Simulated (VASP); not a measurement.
# Nb2B (Fm-3m) in VASP: further runs, part 2 of 3

VASP 6.6.1. The steps go on from the part before.

### Step 3. Single point, PBE

This run uses another cell than the first one, of 14.90 Å³/atom, 1.108 times its volume.

INCAR

```
SYSTEM = Nb2B
PREC = Accurate ; ENCUT = 520
EDIFF = 1E-6 ; ISMEAR = 0
SIGMA = 0.1 ; LREAL = .FALSE.
LASPH = .TRUE. ; NELM = 80
ALGO = Normal ; ISIF = 2
LWAVE = .FALSE. ; LCHARG = .FALSE.
GGA = PE ; NBANDS = 22
```

KPOINTS

```
Automatic mesh
0
G
  6 6 6
  0 0 0
```

POSCAR

```
Nb2B
1.0
    0.0000000000      2.8170875644      2.8170875644
    2.8170875644      0.0000000000      2.8170875644
    2.8170875644      2.8170875644      0.0000000000
Nb B
2 1
Direct
    0.2500000000      0.2500000000      0.2500000000
    0.7500000000      0.7500000000      0.7500000000
    0.5000000000      0.5000000000      0.5000000000
```

Potentials or basis: VASP PAW PBE potentials, release 64 (Nb_sv, B).

Started as:

```console
cat potpaw_PBE.64/Nb_sv/POTCAR potpaw_PBE.64/B/POTCAR > POTCAR
mpirun -np 1 vasp_std > vasp.out
```

OUTCAR:

```text
SYSTEM = Nb2B
   PREC = Accurate
   ENCUT = 520
   EDIFF = 1E-6
   ISMEAR = 0
   LREAL = .FALSE.
   LASPH = .TRUE.
   NELM = 80
   ISIF = 2
   GGA = PE

 ion  position               nearest neighbor table
   1  0.250  0.250  0.250-   3 2.44   3 2.44   3 2.44   3 2.44   2 2.82   2 2.82   2 2.82   2 2.82
                             2 2.82   2 2.82
   2  0.750  0.750  0.750-   3 2.44   3 2.44   3 2.44   3 2.44   1 2.82   1 2.82   1 2.82   1 2.82
                             1 2.82   1 2.82
   3  0.500  0.500  0.500-   1 2.44   2 2.44   1 2.44   1 2.44   1 2.44   2 2.44   2 2.44   2 2.44

  LATTYP: Found a face centered cubic cell.
 ALAT       =     5.6341751288

  Lattice vectors:

 A1 = (   0.0000000000,   2.8170875644,   2.8170875644)
 A2 = (   2.8170875644,   0.0000000000,   2.8170875644)
 A3 = (   2.8170875644,   2.8170875644,   0.0000000000)

Analysis of symmetry for initial positions (statically):
=====================================================================
 Subroutine PRICEL returns:
 Original cell was already a primitive cell.

 Routine SETGRP: Setting up the symmetry group for a
 face centered cubic supercell.

 Subroutine GETGRP returns: Found 48 space group operations
[... 9 lines left out ...]

 Routine SETGRP: Setting up the symmetry group for a
 face centered cubic supercell.

 Subroutine GETGRP returns: Found 48 space group operations
[... 11 lines left out ...]
                                     Primitive cell

  volume of cell :      44.7127

  direct lattice vectors                    reciprocal lattice vectors
     0.000000000  2.817087564  2.817087564    -0.177488271  0.177488271  0.177488271
     2.817087564  0.000000000  2.817087564     0.177488271 -0.177488271  0.177488271
     2.817087564  2.817087564  0.000000000     0.177488271  0.177488271 -0.177488271

  length of vectors
     3.983963440  3.983963440  3.983963440     0.307418702  0.307418702  0.307418702

  position of ions in fractional coordinates (direct lattice)
     0.250000000  0.250000000  0.250000000
     0.750000000  0.750000000  0.750000000
     0.500000000  0.500000000  0.500000000

  ion indices of the primitive-cell ions
   primitive index   ion index
                 1           1
                 2           2
                 3           3

----------------------------------------------------------------------------------------

 KPOINTS: Automatic mesh

Automatic generation of k-mesh.
 Grid dimensions read from file:
 generate k-points for:    6    6    6

 Generating k-lattice:

  Cartesian coordinates                     Fractional coordinates (reciprocal lattice)
    -0.029581378  0.029581378  0.029581378     0.166666667  0.000000000  0.000000000
     0.029581378 -0.029581378  0.029581378     0.000000000  0.166666667  0.000000000
     0.029581378  0.029581378 -0.029581378     0.000000000  0.000000000  0.166666667

  Length of vectors
     0.051236450  0.051236450  0.051236450

  Shift w.r.t. Gamma in fractional coordinates (k-lattice)
     0.000000000  0.000000000  0.000000000

 Subroutine IBZKPT returns following result:
 ===========================================

 Found     16 irreducible k-points:

 Following reciprocal coordinates:
            Coordinates               Weight
  0.000000  0.000000  0.000000      1.000000
  0.166667  0.000000  0.000000      8.000000
  0.333333  0.000000  0.000000      8.000000
  0.500000  0.000000  0.000000      4.000000
  0.166667  0.166667  0.000000      6.000000
  0.333333  0.166667  0.000000     24.000000
[... 8 lines left out ...]
 -0.333333  0.333333  0.166667     24.000000
 -0.333333  0.500000  0.166667     12.000000
   k-points           NKPTS =     16   k-points in BZ     NKDIM =     16   number of bands    NBANDS=     22
   number of dos      NEDOS =    301   number of ions     NIONS =      3
   total plane-waves  NPLWV =  27000
   dimension x,y,z NGX =    30 NGY =   30 NGZ =   30
   dimension x,y,z NGXF=    60 NGYF=   60 NGZF=   60
   ions per type =               2   1
   NGX,Y,Z   is equivalent  to a cutoff of  12.52, 12.52, 12.52 a.u.
   NGXF,Y,Z  is equivalent  to a cutoff of  25.04, 25.04, 25.04 a.u.
 SYSTEM =  Nb2B
   PREC   = accura    normal or accurate (medium, high low for compatibility)
   ISTART =      0    job   : 0-new  1-cont  2-samecut
   ICHARG =      2    charge: 1-file 2-atom 10-const
   ISPIN  =      1    spin polarized calculation?
   LNONCOLLINEAR =      F non collinear calculations
   LSORBIT =      F    spin-orbit coupling
   LASPH  =      T    aspherical Exc in radial PAW
   ENCUT  =  520.0 eV  38.22 Ry    6.18 a.u.   7.41  7.41  7.41*2*pi/ulx,y,z
   NELM   =     80;   NELMIN=  2; NELMDL= -5     # of ELM steps
   EDIFF  = 0.1E-05   stopping-criterion for ELM
   LREAL  =      F    real-space projection
[... 7 lines left out ...]
   TEBEG  =    0.0;   TEEND  =   0.0 temperature during run
   PSTRESS=    0.0 pullay stress
   NELECT =      29.0000    total number of electrons
   NUPDOWN=      -1.0000    fix difference up-down
   EMIN   =  10.00;   EMAX   =-10.00  energy-range for DOS
   EFERMI =   0.00;   METHOD = LEGACY
   ISMEAR =     0;   SIGMA  =   0.10  broadening in eV -4-tet -1-fermi 0-gaus
   EFERMI_NEDOS =   21; number of points for ismear=-14 and -15
   IALGO  =     38    algorithm
   IMIX   =      4    mixing-type and parameters
     AMIX     =   0.40;   BMIX     =  1.00
     AMIX_MAG =   1.60;   BMIX_MAG =  1.00
  volume/ion in A,a.u.               =      14.90       100.58
  Fermi-wavevector in a.u.,A,eV,Ry     =   1.417089  2.677910 27.322423  2.008141
  Thomas-Fermi vector in A             =   2.538356
   LORBIT       =      0    0 simple, 1 ext, 2 COOP (PROOUT), +10 PAW based schemes
   GGA     = PE    functional components
   LHFCALC =     F    Hartree Fock is set to
   AEXX    =    0.0000 exact exchange contribution
   IVDW    =     0    specifies the selected vdW correction
   LEPSILON=     F    determine dielectric tensor
   LRPA    =     F    only Hartree local field effects (RPA)
 non-spin polarized calculation
 Gauss-broadening in eV      SIGMA  =   0.10
  energy-cutoff  :      520.00
  volume of cell :       44.71
 maximum number of plane-waves:      1243
 NGX is ok and might be reduce to    30
   NGX = 15   NGY = 15   NGZ = 15

 number of electron      28.9999997 magnetization

 Free energy of the ion-electron system (eV)
  ---------------------------------------------------
  ext. energy  EPLUGINS =         0.00000000
  ---------------------------------------------------
  free energy    TOTEN  =       -27.42991242 eV

  energy without entropy =      -27.41340419  energy(sigma->0) =      -27.42165830

 E-fermi :  10.2733     XC(G=0): -12.1496

 val. band max:       10.2400599347   @ k =   0.5000   0.3333   0.1667
 cond. band min:      10.2899330632   @ k =  -0.3333   0.1667   0.0000
 fundamental gap:      0.0498731285
 Fermi energy:        10.2732914757

 k-point     1 :       0.0000    0.0000    0.0000
  band No.  band energies     occupation
      1     -44.6576      2.00000
      2     -44.2845      2.00000
      3     -20.9480      2.00000
      4     -20.9480      2.00000
      5     -20.9480      2.00000
      6     -20.1668      2.00000
[... 14 lines left out ...]
     21      16.9393      0.00000
     22      16.9393      0.00000

 k-point     2 :       0.1667    0.0000    0.0000
  band No.  band energies     occupation
      1     -44.6321      2.00000
      2     -44.3090      2.00000
      3     -20.9142      2.00000
      4     -20.9024      2.00000
      5     -20.9024      2.00000
      6     -20.2411      2.00000
[... 14 lines left out ...]
     21      16.7326      0.00000
     22      17.2306      0.00000

 k-point     3 :       0.3333    0.0000    0.0000
  band No.  band energies     occupation
      1     -44.5629      2.00000
      2     -44.3763      2.00000
      3     -20.8102      2.00000
      4     -20.7734      2.00000
      5     -20.7734      2.00000
      6     -20.4251      2.00000
[... 14 lines left out ...]
     21      16.3352      0.00000
     22      17.7205      0.00000
[... 276 lines left out ...]
 k-point    15 :      -0.3333    0.3333    0.1667
  band No.  band energies     occupation
      1     -44.4675      2.00000
      2     -44.4674      2.00000
      3     -21.1200      2.00000
      4     -21.1023      2.00000
      5     -20.6000      2.00000
      6     -20.5996      2.00000
[... 14 lines left out ...]
     21      16.3091      0.00000
     22      16.3511      0.00000

 k-point    16 :      -0.3333    0.5000    0.1667
  band No.  band energies     occupation
      1     -44.4979      2.00000
      2     -44.4357      2.00000
      3     -21.2320      2.00000
      4     -21.1461      2.00000
      5     -20.8551      2.00000
      6     -20.3343      2.00000
[... 14 lines left out ...]
     21      16.1309      0.00000
     22      16.1715      0.00000

------------------------ aborting loop because EDIFF is reached ----------------------------------------

  FORCE on cell =-STRESS in cart. coord.  units (eV):
  Direction    XX          YY          ZZ          XY          YZ          ZX
  --------------------------------------------------------------------------------------
  -------------------------------------------------------------------------------------
  Total       -0.0512668     -0.0512668     -0.0512668      0.0000000      0.0000000      0.0000000
  in kB       -1.8370291     -1.8370291     -1.8370291      0.0000000      0.0000000      0.0000000
  external PRESSURE =      -1.8370291 kB  Pullay stress =       0.0000000 kB

 VOLUME and BASIS-vectors are now :
 -----------------------------------------------------------------------------
  energy-cutoff  :      520.00
  volume of cell :       44.71
      direct lattice vectors                 reciprocal lattice vectors
     0.000000000  2.817087564  2.817087564    -0.177488271  0.177488271  0.177488271
     2.817087564  0.000000000  2.817087564     0.177488271 -0.177488271  0.177488271
     2.817087564  2.817087564  0.000000000     0.177488271  0.177488271 -0.177488271

 POSITION                                       TOTAL-FORCE (eV/Angst)
 -----------------------------------------------------------------------------------
      1.40854      1.40854      1.40854         0.000000     -0.000000      0.000000
      4.22563      4.22563      4.22563        -0.000000     -0.000000     -0.000000
      2.81709      2.81709      2.81709         0.000000      0.000000      0.000000
 -----------------------------------------------------------------------------------
    total drift:                               -0.000000      0.000000      0.000000

  FREE ENERGIE OF THE ION-ELECTRON SYSTEM (eV)
  ---------------------------------------------------
  free  energy   TOTEN  =       -27.4299124232 eV

  energy  without entropy=      -27.4134041861  energy(sigma->0) =      -27.42165830
```

OSZICAR:

```text
N       E                     dE             d eps       ncg     rms          rms(c)
DAV:   1     0.308961075375E+03    0.30896E+03   -0.15694E+04   704   0.134E+03
DAV:   2    -0.526481924872E+01   -0.31423E+03   -0.30270E+03   792   0.523E+02
DAV:   3    -0.296442164265E+02   -0.24379E+02   -0.23353E+02  1376   0.108E+02
DAV:   4    -0.306501180175E+02   -0.10059E+01   -0.99975E+00  1010   0.189E+01
DAV:   5    -0.307076349937E+02   -0.57517E-01   -0.57490E-01  1244   0.431E+00    0.125E+01
DAV:   6    -0.273033746696E+02    0.34043E+01   -0.11996E+01   954   0.216E+01    0.355E+00
DAV:   7    -0.274137715234E+02   -0.11040E+00   -0.12591E+00  1166   0.574E+00    0.227E+00
DAV:   8    -0.274263097104E+02   -0.12538E-01   -0.93655E-02   972   0.204E+00    0.974E-01
DAV:   9    -0.274299606962E+02   -0.36510E-02   -0.22649E-02  1130   0.159E+00    0.321E-01
DAV:  10    -0.274298947221E+02    0.65974E-04   -0.28913E-03  1006   0.505E-01    0.600E-02
DAV:  11    -0.274299134333E+02   -0.18711E-04   -0.22221E-04  1064   0.174E-01    0.209E-02
DAV:  12    -0.274299128428E+02    0.59051E-06   -0.16846E-05  1136   0.397E-02    0.198E-03
DAV:  13    -0.274299124232E+02    0.41953E-06   -0.48249E-07   550   0.821E-03
   1 F= -.27429912E+02 E0= -.27421658E+02  d E =-.165082E-01
```

Run time: 14 s. Hardware: 1 thread of Intel Xeon Platinum 8488C (Sapphire Rapids), shared host; peak memory 0.17 GiB.

What came out:

```yaml
Free_energy: -27.4299 eV
Pressure: -0.2 GPa
```

(Continued in part 3 of 3.)
